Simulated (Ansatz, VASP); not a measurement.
**Two plane-wave programs on Bi**

```
CELL_PARAMETERS angstrom
-1.68269 2.27053 1.92518
1.68269 -2.27053 1.92518
1.68269 2.27053 -1.92518
ATOMIC_POSITIONS crystal
Bi 0.00000 0.00000 0.00000
```

Change from the starting cell: strain +e along x and -e along y -0.1500, strain +e along z and -e/2 along x and y -0.0175.

Alike in both runs: task single point; functional PBE; dispersion D3(BJ); k mesh 16 × 16 × 16; occupations gaussian, width 0.15 eV; no spin polarisation.

```csv
,VASP,Ansatz
version,VASP 6.6.1,Ansatz 0.2.0
potentials or method,"VASP PAW PBE potentials, release 64 (Bi_d), cutoff 520 eV","scalar-relativistic, plane waves, PAW"
valence electrons in the cell,15,15
```

Ansatz gave:

| Item | Value |
| --- | --- |
| gap on the k mesh at the Fermi level (eV) | none |
| pressure (GPa) | 2.3 |
| traceless stress, the component that is largest in VASP (GPa) | -1.46 |

Question: Which values does VASP return?

Answer: gap on the k mesh at the Fermi level (eV): none; pressure (GPa): 2.2; traceless stress, the component that is largest in VASP (GPa): -1.45.

A gap of «none» marks a metal or a gap that the smearing closes.

Spin-orbit coupling is off throughout.
